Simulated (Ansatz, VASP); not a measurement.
## Rb in VASP and in Ansatz

POSCAR

```
Rb
1.0
    8.4246949524      0.0000000000      0.0000000000
   -4.2123474762      7.2959998479      0.0000000000
    0.0000000000      0.0000000000      5.0204834266
Rb
3
Direct
    1.0000000000      1.0000000000      1.0000000000
    0.3333333333      0.6666666667      0.5000000000
    0.6666666667      0.3333333333      0.5000000000
```

The input INCAR.step1:

```
SYSTEM = Rb
PREC = Accurate
ENCUT = 520
ISMEAR = -1
SIGMA = 0.1
LREAL = .FALSE.
LASPH = .TRUE.
NELM = 100
NBANDS = 20
GGA = PE
ALGO = Normal
EDIFF = 1E-4
LWAVE = .TRUE.
LCHARG = .FALSE.
```

INCAR.step2

```
SYSTEM = Rb
PREC = Accurate
ENCUT = 520
EDIFF = 1E-7
ISMEAR = -1
SIGMA = 0.1
LREAL = .FALSE.
LASPH = .TRUE.
NELM = 100
ALGO = Normal
ISIF = 2
LWAVE = .FALSE.
LCHARG = .FALSE.
METAGGA = R2SCAN
LMIXTAU = .TRUE.
NBANDS = 20
ISTART = 1
```

Contents of KPOINTS:

```
regular mesh
0
G
  5 5 7
  0 0 0
```

Input for Ansatz:

```yaml
crystal:
  lattice:
    - [8.4246949524, 0.0, 0.0]
    - [-4.2123474762, 7.2959998479, 0.0]
    - [0.0, 0.0, 5.0204834266]
  atoms:
    - { symbol: Rb, position: [1.0, 1.0, 1.0] }
    - { symbol: Rb, position: [0.3333333333, 0.6666666667, 0.5] }
    - { symbol: Rb, position: [0.6666666667, 0.3333333333, 0.5] }
hamiltonian:
  xc: r2scan
  pseudopotentials:
    kind: paw
    azcp:
      Rb: "pseudopotentials/Rb.paw.azcp"
basis:
  ecutwfc: 500
  fft_grid_basis: typed
kpoints:
  mp_grid: { grid: [5, 5, 7], shift: [0, 0, 0] }
magnetization:
  spin_polarized: false
scf:
  occupations: { method: fermi_dirac, width: 0.1 }
  lower_state_search: "off"
output:
  stress: true
```

Alike in both runs: task single point; functional r2SCAN; k mesh 5 × 5 × 7; occupations fermi-dirac, width 0.1 eV; no spin polarisation.

|  | VASP | Ansatz |
| --- | --- | --- |
| version | VASP 6.6.1 | Ansatz 0.2.0 |
| potentials or method | VASP PAW PBE potentials, release 64 (Rb_sv), cutoff 520 eV | plane waves (500 eV) with PAW, scalar-relativistic |
| valence electrons in the cell | 27 | 27 |

```csv
,VASP,Ansatz,Ansatz less VASP
pressure (GPa),-0.2,-0.2,0.00
```

VASP's potentials were made for PBE, not for r2SCAN.
